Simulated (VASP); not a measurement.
HfB, 2 atoms in the cell. Symmetry: Fm-3m, No. 225, cubic system. The conventional cell has a = 4.748 Å, b = 4.748 Å, c = 4.748 Å, α = 90.00°, β = 90.00°, γ = 90.00°. Hf (site symmetry m-3m) has 6 B at 2.37 Å within 3.1 Å. B (site symmetry m-3m) has 6 Hf at 2.37 Å within 3.1 Å. 

```yaml
Program: VASP 6.6.1
Task: single point
Functional: LDA
Potentials_or_basis: VASP PAW LDA potentials, release 64 (Hf_pv, B)
Cutoff: 500 eV
k_mesh: 7 × 7 × 7
Occupations: methfessel-paxton, width 0.1 eV
Spin: no spin polarisation
Dipole_correction: no
Further_INCAR_settings: ALGO = Normal; EDIFF = 1e-06; NBANDS = 14
```

Potentials or basis: VASP PAW LDA potentials, release 64 (Hf_pv, B).

Command:

```sh
$ cat potpaw_LDA.64/Hf_pv/POTCAR potpaw_LDA.64/B/POTCAR > POTCAR
$ mpirun -np 1 vasp_std > vasp.out
```

Hardware: 1 thread of Intel Xeon 8259CL, with other jobs on the host.

Problem. Estimate the wall time of this run.

Solution. Wall time 4.9 s on 1 thread of Intel Xeon 8259CL, on a shared host, peak memory 0.13 GiB. Counts: scf iterations 12, k points 20.
